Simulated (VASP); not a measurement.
# ScAl2N3 in VASP: a series of runs, part 2 of 2

VASP 6.6.1.

## Step 3: Single point, PBE

This run uses another cell than the first one, of 10.53 Å³/atom, 1.014 times its volume.

Input file INCAR:

```
ALGO = Normal
EDIFF = 1E-6
ENCUT = 600
GGA = PE
GGA_COMPAT = False
ISIF = 2
ISMEAR = 0
LASPH = True
LCHARG = False
LREAL = False
LWAVE = False
NBANDS = 25
NELM = 120
PREC = Accurate
SIGMA = 0.15
```

Input file KPOINTS:

```
k-points
0
Gamma
  3 3 4
```

Input file POSCAR:

```
ScAl2N3
1.0
    5.2346885968      0.0000000000      0.0000000000
   -2.6173442984      4.5333733057      0.0000000000
    0.0000000000      0.0000000000      2.6622259474
Sc Al N
1 2 3
Direct
    0.0000000000      0.0000000000      0.0000000000
    0.3333333333      0.6666666667      0.0000000000
    0.6666666667      0.3333333333      0.0000000000
    0.5000000000      0.0000000000      0.5000000000
    0.5000000000      0.5000000000      0.5000000000
    0.0000000000      0.5000000000      0.5000000000
```

Potentials or basis: VASP PAW PBE potentials, release 64 (Sc_sv, Al, N).

The run is started by

```sh
$ cat potpaw_PBE.64/Sc_sv/POTCAR potpaw_PBE.64/Al/POTCAR potpaw_PBE.64/N/POTCAR > POTCAR
$ mpirun -np 1 vasp_std > vasp.out
```

OUTCAR:

```text
EDIFF = 1E-6
   ENCUT = 600
   GGA = PE
   ISIF = 2
   ISMEAR = 0
   LASPH = True
   LREAL = False
   NELM = 120
   PREC = Accurate

 ion  position               nearest neighbor table
   1  0.000  0.000  0.000-   2 3.02   3 3.02   2 3.02   3 3.02   3 3.02   2 3.02
   2  0.333  0.667  0.000-   4 2.01   4 2.01   6 2.01   6 2.01   5 2.01   5 2.01   3 3.02   1 3.02
                             3 3.02   1 3.02   1 3.02   3 3.02
   3  0.667  0.333  0.000-   4 2.01   4 2.01   6 2.01   6 2.01   5 2.01   5 2.01   2 3.02   1 3.02
                             2 3.02   1 3.02   1 3.02   2 3.02
   4  0.500  0.000  0.500-   2 2.01   3 2.01   2 2.01   3 2.01
   5  0.500  0.500  0.500-   2 2.01   3 2.01   2 2.01   3 2.01
   6  0.000  0.500  0.500-   2 2.01   3 2.01   2 2.01   3 2.01

  LATTYP: Found a hexagonal cell.
 ALAT       =     5.2346885968
 C/A-ratio  =     0.5085738909

  Lattice vectors:

 A1 = (   5.2346885968,   0.0000000000,   0.0000000000)
 A2 = (  -2.6173442984,   4.5333733057,   0.0000000000)
 A3 = (   0.0000000000,   0.0000000000,   2.6622259474)

[... 168 lines left out ...]

 val. band max:        7.8566296227   @ k =   0.0000   0.0000   0.0000
 cond. band min:       8.1085888079   @ k =   0.3333  -0.0000   0.5000
 fundamental gap:      0.2519591852
 Fermi energy:         7.9815027539

 k-point     1 :       0.0000    0.0000    0.0000
  band No.  band energies     occupation
      1     -42.8369      2.00000
      2     -21.4705      2.00000
      3     -21.4705      2.00000
      4     -20.8092      2.00000
      5      -9.0088      2.00000
      6      -6.1228      2.00000
[... 241 lines left out ...]
     24      14.4686      0.00000
     25      15.5596      0.00000

------------------------ aborting loop because EDIFF is reached ----------------------------------------

  FORCE on cell =-STRESS in cart. coord.  units (eV):
  Direction    XX          YY          ZZ          XY          YZ          ZX
  --------------------------------------------------------------------------------------
  -------------------------------------------------------------------------------------
  Total       -0.0473893     -0.0473893     -0.4157573      0.0000000      0.0000000      0.0000000
  in kB       -1.2018041     -1.2018041    -10.5437055      0.0000000      0.0000000      0.0000000
  external PRESSURE =      -4.3157712 kB  Pullay stress =       0.0000000 kB

 VOLUME and BASIS-vectors are now :
 -----------------------------------------------------------------------------
  energy-cutoff  :      600.00
  volume of cell :       63.18
      direct lattice vectors                 reciprocal lattice vectors
     5.234688597  0.000000000  0.000000000     0.191033331  0.110293145  0.000000000
    -2.617344298  4.533373306  0.000000000     0.000000000  0.220586290  0.000000000
     0.000000000  0.000000000  2.662225947     0.000000000  0.000000000  0.375625518

 POSITION                                       TOTAL-FORCE (eV/Angst)
 -----------------------------------------------------------------------------------
      0.00000      0.00000      0.00000         0.000000      0.000000      0.000000
     -0.00000      3.02225      0.00000        -0.000000      0.000000      0.000000
      2.61734      1.51112      0.00000         0.000000     -0.000000     -0.000000
      2.61734      0.00000      1.33111         0.000000      0.000000      0.000000
      1.30867      2.26669      1.33111         0.000000      0.000000      0.000000
     -1.30867      2.26669      1.33111         0.000000      0.000000      0.000000
 -----------------------------------------------------------------------------------
    total drift:                                0.000000     -0.000000     -0.000000

  FREE ENERGIE OF THE ION-ELECTRON SYSTEM (eV)
  ---------------------------------------------------
  free  energy   TOTEN  =       -40.2557056807 eV

  energy  without entropy=      -40.2389590318  energy(sigma->0) =      -40.24733236
```

OSZICAR:

```text
N       E                     dE             d eps       ncg     rms          rms(c)
DAV:   1     0.298991520274E+03    0.29899E+03   -0.15312E+04   450   0.142E+03
DAV:   2    -0.810339034550E+01   -0.30709E+03   -0.28470E+03   466   0.398E+02
DAV:   3    -0.508157447393E+02   -0.42712E+02   -0.36436E+02   709   0.124E+02
DAV:   4    -0.527958742395E+02   -0.19801E+01   -0.19657E+01   690   0.293E+01
DAV:   5    -0.528084723805E+02   -0.12598E-01   -0.12571E-01   580   0.229E+00    0.169E+01
DAV:   6    -0.417906598338E+02    0.11018E+02   -0.28974E+01   666   0.392E+01    0.141E+01
DAV:   7    -0.419244699169E+02   -0.13381E+00   -0.17785E+01   704   0.447E+01    0.715E+00
DAV:   8    -0.407069137184E+02    0.12176E+01   -0.76878E-01   617   0.790E+00    0.419E+00
DAV:   9    -0.403806816401E+02    0.32623E+00   -0.11891E-01   682   0.467E+00    0.221E+00
DAV:  10    -0.402708161753E+02    0.10987E+00   -0.17162E-01   665   0.563E+00    0.116E+00
DAV:  11    -0.402580802862E+02    0.12736E-01   -0.37318E-02   615   0.279E+00    0.299E-01
DAV:  12    -0.402568368976E+02    0.12434E-02   -0.16886E-03   649   0.346E-01    0.222E-01
DAV:  13    -0.402557590485E+02    0.10778E-02   -0.14560E-03   703   0.398E-01    0.675E-02
DAV:  14    -0.402557084571E+02    0.50591E-04   -0.32328E-04   643   0.121E-01    0.187E-02
DAV:  15    -0.402557179492E+02   -0.94922E-05   -0.14744E-05   692   0.489E-02    0.291E-02
DAV:  16    -0.402557060518E+02    0.11897E-04   -0.12948E-05   633   0.447E-02    0.496E-03
DAV:  17    -0.402557056807E+02    0.37113E-06   -0.14344E-06   451   0.133E-02
   1 F= -.40255706E+02 E0= -.40247332E+02  d E =-.167466E-01
```

Wall time 16 s (1 thread of AMD EPYC 9R45 (Zen 5), shared host); peak memory 0.17 GiB.

What came out:

| Item | Value |
| --- | --- |
| Free energy | -40.2557 eV |
| Pressure | -0.4 GPa |
| Band gap on the k mesh | zero (band 16 reaches 8.63 eV, above the bottom of band 17 at 7.81 eV) |

Levels at points of the mesh, in eV from the Fermi level:
```tsv
k point	band 14	band 15	band 16	band 17	band 18	band 19
(0.00, 0.00, 0.00)	-0.53	-0.22	-0.12	-0.12	0.59	0.59
(0.00, 0.00, 0.50)	-0.29	-0.29	0.65	1.75	1.75	1.83
```

Caveat: the k points lie up to 0.59 Å⁻¹ apart.

## Step 4: Single point, PBE

This run uses another cell than the first one, of 16.56 Å³/atom, 1.594 times its volume.

Input file INCAR:

```
PREC = Accurate
ENCUT = 600
EDIFF = 1E-6
ISMEAR = 0
SIGMA = 0.15
LREAL = F
LASPH = T
NELM = 120
ALGO = Normal
ISIF = 2
LWAVE = F
LCHARG = T
GGA = PE
LELF = T
LVHAR = T
NBANDS = 25
GGA_COMPAT = F
```

Input file KPOINTS:

```
Automatic mesh
0
Gamma
  3 3 3
```

Input file POSCAR:

```
ScAl2N3
1.0
    5.9946146975      0.0000000000      0.0000000000
   -2.9973073487      5.1914886139      0.0000000000
    0.0000000000      0.0000000000      3.1926624936
Sc Al N
1 2 3
Direct
    0.0000000000      0.0000000000      0.0000000000
    0.3333333333      0.6666666667      0.5000000000
    0.6666666667      0.3333333333      0.5000000000
    0.5000000000      0.0000000000      0.5000000000
    0.0000000000      0.5000000000      0.5000000000
    0.5000000000      0.5000000000      0.5000000000
```

The run is started by

```sh
$ cat potpaw_PBE.64/Sc_sv/POTCAR potpaw_PBE.64/Al/POTCAR potpaw_PBE.64/N/POTCAR > POTCAR
$ mpirun -np 1 vasp_std > vasp.out
```

Run time: 20 s. Hardware: 1 thread of AMD EPYC 9R45 (Zen 5), shared host; peak memory 0.21 GiB.

It converged, with:

| Item | Value |
| --- | --- |
| Free energy | -37.9111 eV |
| Pressure | -0.1 GPa |
| Band gap on the k mesh | zero (band 16 reaches 3.53 eV, above the bottom of band 17 at 3.38 eV) |

Stress tensor (GPa, compression positive):
```
-0.04  0.00  0.00
 0.00 -0.04  0.00
 0.00  0.00 -0.19
```

Levels at points of the mesh, in eV from the Fermi level:
| k point | band 12 | band 13 | band 14 | band 15 | band 16 | band 17 | band 18 | band 19 | band 20 | band 21 |
| --- | --- | --- | --- | --- | --- | --- | --- | --- | --- | --- |
| (0.00, 0.00, 0.00) | -1.83 | -1.70 | -0.87 | -0.02 | 0.07 | 0.07 | 0.33 | 0.44 | 0.44 | 1.36 |

Caveat: the k points lie up to 0.66 Å⁻¹ apart.

## Step 5: Single point, PBE

This run uses another cell than the first one, of 17.08 Å³/atom, 1.644 times its volume.

Input file INCAR:

```
SYSTEM = ScAl2N3
PREC = Accurate
ENCUT = 600
EDIFF = 1E-6
ISMEAR = 0
SIGMA = 0.15
LREAL = .FALSE.
LASPH = .TRUE.
NELM = 120
ALGO = Normal
ISIF = 2
LWAVE = .FALSE.
LCHARG = .TRUE.
GGA = PE
LELF = .TRUE.
LVHAR = .TRUE.
NBANDS = 25
GGA_COMPAT = .FALSE.
```

Input file KPOINTS:

```
regular mesh
0
G
  4 4 2
  0 0 0
```

Input file POSCAR:

```
ScAl2N3
1.0
    3.5672793310      0.0000000000      0.0000000000
   -1.7836396655      3.0893545231      0.0000000000
    0.0000000000      0.0000000000      9.2991718859
Sc Al N
1 2 3
Direct
    0.0000000000      0.0000000000      0.5000000000
    0.0000000000      0.0000000000      0.1924596443
    0.0000000000      0.0000000000      0.8075403557
    0.3333333333      0.6666666667      0.0000000000
    0.6666666667      0.3333333333      0.0000000000
    0.0000000000      0.0000000000      0.0000000000
```

The run is started by

```sh
$ cat potpaw_PBE.64/Sc_sv/POTCAR potpaw_PBE.64/Al/POTCAR potpaw_PBE.64/N/POTCAR > POTCAR
$ mpirun -np 1 vasp_std > vasp.out
```

Wall time 25 s (1 thread of AMD EPYC 9R45 (Zen 5), shared host); peak memory 0.21 GiB.

It converged, with:

```
Free energy            : -27.9800 eV
Pressure               : -0.1 GPa
Largest force          : 0.023 eV/Å
Band gap on the k mesh : zero (band 16 reaches 3.88 eV, above the bottom of band 17 at 3.53 eV)
```

Forces on the atoms (eV/Å):
```
Sc   0.000  0.000  0.000
Al   0.000  0.000  0.023
Al   0.000  0.000 -0.023
N    0.000  0.000  0.000
N    0.000  0.000  0.000
N    0.000  0.000  0.000
```

Stress tensor (GPa, compression positive):
```
-0.20  0.00  0.00
 0.00 -0.20  0.00
 0.00  0.00  0.13
```

Levels at points of the mesh, in eV from the Fermi level:
```csv
k point,band 12,band 13,band 14,band 15,band 16,band 17,band 18,band 19,band 20,band 21
"(0.00, 0.00, 0.00)",-4.02,-4.02,-3.23,-1.70,-1.04,0.75,1.27,1.27,1.38,2.16
"(0.50, 0.00, 0.00)",-1.24,-0.94,-0.44,-0.29,-0.28,-0.25,-0.19,1.76,2.26,2.62
"(0.00, 0.00, 0.50)",-4.39,-4.02,-4.02,-1.48,-0.85,0.75,1.27,1.27,2.17,2.17
"(0.50, 0.00, 0.50)",-1.61,-1.05,-0.77,-0.52,-0.22,-0.16,0.05,1.78,2.22,2.26
```

Caveat: the k points lie up to 0.51 Å⁻¹ apart.

## Step 6: Summary

| cell | k mesh | gap on the mesh (eV) | pressure (GPa) | largest force (eV/Å) |
| --- | --- | --- | --- | --- |
| a = 5.097, b = 5.097, c = 2.770 Å, angles 90.0, 90.0, 120.0°, 6 atoms | 3 × 3 × 3 | none | -0.4 | 0.01 |
| a = 5.235, b = 5.235, c = 2.662 Å, angles 90.0, 90.0, 120.0°, 6 atoms | 3 × 3 × 4 | none | -0.4 | - |
| a = 5.995, b = 5.995, c = 3.193 Å, angles 90.0, 90.0, 120.0°, 6 atoms | 3 × 3 × 3 | none | -0.1 | - |
| a = 3.567, b = 3.567, c = 9.299 Å, angles 90.0, 90.0, 120.0°, 6 atoms | 4 × 4 × 2 | none | -0.1 | 0.02 |

Alike in all rows: task single point; level PBE; potentials or basis VASP PAW PBE potentials, release 64 (Sc_sv, Al, N); no spin polarisation; cutoff (eV) 600; smearing gaussian 0.15 eV.

Caveats: all runs use coarse meshes.

Absolute energies hang on the potentials; compare differences alone.
